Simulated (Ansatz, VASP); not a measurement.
One calculation of BiSe4, two programs

```
CELL_PARAMETERS angstrom
-4.45890 4.45890 2.13420
4.45890 -4.45890 2.13420
4.45890 4.45890 -2.13420
ATOMIC_POSITIONS crystal
Bi 0.00000 0.00000 0.00000
Se 0.72169 0.18595 0.90764
Se 0.81405 0.72169 0.53574
Se 0.27831 0.81405 0.09236
Se 0.18595 0.27831 0.46426
```

Change from the starting cell: species swapped into the HoAu4 type (I4/m, No. 87).

Alike in both runs: functional PBE; k mesh 10 × 10 × 10; occupations gaussian, width 0.1 eV; no spin polarisation.

Ansatz relaxed the structure, and its values are those at the end. VASP's run is a single point on that final structure, the one shown.

|  | VASP | Ansatz |
| --- | --- | --- |
| version | VASP 6.6.1 | Ansatz 0.2.0 |
| potentials or method | VASP PAW PBE potentials, release 64 (Bi_d, Se), cutoff 520 eV | scalar-relativistic, plane waves, PAW |
| valence electrons in the cell | 39 | 79 |

VASP gave:

* gap on the k mesh at the Fermi level (eV): none
* pressure (GPa): 0.0
* rms of the force components (eV/Å): 0.005

Problem. What did Ansatz give for the same quantities?

Solution. gap on the k mesh at the Fermi level (eV): none; pressure (GPa): 0.0; rms of the force components (eV/Å): 0.000.

A gap of «none» marks a metal or a gap that the smearing closes. The functional is the same, so the differences come from potentials, cutoffs and numerics. VASP's potentials hold 39 valence electrons a cell and Ansatz's 79, so a difference there can come from the potentials and not from the codes.

Spin-orbit coupling is off throughout.
